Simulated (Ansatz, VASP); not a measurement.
# Ca2B in VASP and in Ansatz

File INCAR:

```
SYSTEM = Ca2B
PREC     = Accurate       ! precision mode
ENCUT    = 520            ! plane-wave cutoff, eV
EDIFF    = 1E-7           ! SCF threshold, eV
ISMEAR   = -1             ! smearing method
SIGMA    = 0.05           ! smearing width, eV
LREAL    = .False.        ! projectors in reciprocal space
LASPH    = .True.         ! aspherical terms in the spheres
NELM     = 60             ! most SCF steps
ALGO     = Normal         ! electronic algorithm
ISIF     = 2              ! what is computed and relaxed
LWAVE    = .False.        ! write WAVECAR
LCHARG   = .False.        ! write CHGCAR
GGA      = PE             ! functional
NBANDS   = 18             ! bands
```

KPOINTS

```
regular mesh
0
Gamma
  11 11 11
  0 0 0
```

POSCAR

```
Ca2B
1.0
    1.6894352050     -0.9753958704      6.2474711164
    0.0000000000      1.9507917407      6.2474711164
   -1.6894352050     -0.9753958704      6.2474711164
B Ca
1 2
Direct
    0.0000000000      0.0000000000      0.0000000000
    0.2462793076      0.2462793076      0.2462793076
    0.7537206924      0.7537206924      0.7537206924
```

Input for Ansatz:

```yaml
crystal:
  lattice:
    - [1.689435205, -0.9753958704, 6.2474711164]
    - [0.0, 1.9507917407, 6.2474711164]
    - [-1.689435205, -0.9753958704, 6.2474711164]
  atoms:
    - { symbol: B, position: [0.0, 0.0, 0.0] }
    - { symbol: Ca, position: [0.2462793076, 0.2462793076, 0.2462793076] }
    - { symbol: Ca, position: [0.7537206924, 0.7537206924, 0.7537206924] }
kpoints:
  mp_grid: { grid: [11, 11, 11] }
  band_path:
    path:
      - [0.0, 0.0, 0.0]
      - [0.5, 0.5, 0.5]
      - [0.8170830083, 0.1829169917, 0.5]
      - [0.5, -0.1829169917, 0.1829169917]
      - [0.5, 0.0, 0.0]
      - [0.0, 0.0, 0.0]
      - [0.3414584959, -0.3414584959, 0.0]
      - [0.6585415041, 0.0, 0.3414584959]
      - [0.5, 0.0, 0.5]
    npoints: 14
scf:
  occupations: { method: fermi_dirac, width: 0.05 }
hamiltonian:
  xc: pbe
  pseudopotentials: { kind: paw }
output:
  forces: true
  stress: true
  eigenvalues: true
  populations: true
  bader: true
  write_density: true
  write_potential: true
  elf: true
  volumetric_format: npy
```

Change from the starting cell: volume scaled by 0.7, PAW files.

Alike in both runs: task single point; functional PBE; k mesh 11 × 11 × 11; occupations fermi-dirac, width 0.05 eV; no spin polarisation.

|  | VASP | Ansatz |
| --- | --- | --- |
| version | VASP 6.6.1 | Ansatz 0.2.0 |
| potentials or method | VASP PAW PBE potentials, release 64 (B, Ca_sv) | PAW with Ansatz's default frozen-core files, scalar-relativistic |
| plane-wave cutoff (eV) | 520 | 420 |
| valence electrons in the cell | 23 | 23 |

```tsv
	VASP	Ansatz	Ansatz less VASP
pressure (GPa)	13.7	13.6	-0.15
rms of the force components (eV/Å)	0.009	0.001	-0.0084
```

Atom by atom the forces differ by 0.010 eV/Å (rms over components).
